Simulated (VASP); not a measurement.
Input of a VASP 6.6.1 run:

File INCAR:

```
SYSTEM = Ca
  ALGO = Normal
  EDIFF = 1E-6
  ENCUT = 520
  GGA = PE
  ISIF = 2
  ISMEAR = -1
  LASPH = .True.
  LCHARG = .False.
  LREAL = .False.
  LWAVE = .False.
  NBANDS = 11
  NELM = 80
  PREC = Accurate
  SIGMA = 0.05
```

File KPOINTS:

```
k-points
0
Gamma
  15 15 15
  0 0 0
```

Contents of POSCAR:

```
Ca
1.0
   -1.7460500663      1.7460500663      1.7460500663
    1.7460500663     -1.7460500663      1.7460500663
    1.7460500663      1.7460500663     -1.7460500663
Ca
1
Direct
    0.0000000000      0.0000000000      0.0000000000
```

Potentials or basis: VASP PAW PBE potentials, release 64 (Ca_sv).

The run is started by

```sh
$ cat potpaw_PBE.64/Ca_sv/POTCAR > POTCAR
$ mpirun -np 1 vasp_std > vasp.out
```

**Question.** Estimate the band gap on the k mesh.

**Answer.** Zero (band 5 reaches 6.13 eV, above the bottom of band 6 at 4.28 eV).

**Question.** Estimate the pressure.

**Answer.** 32.1 GPa.
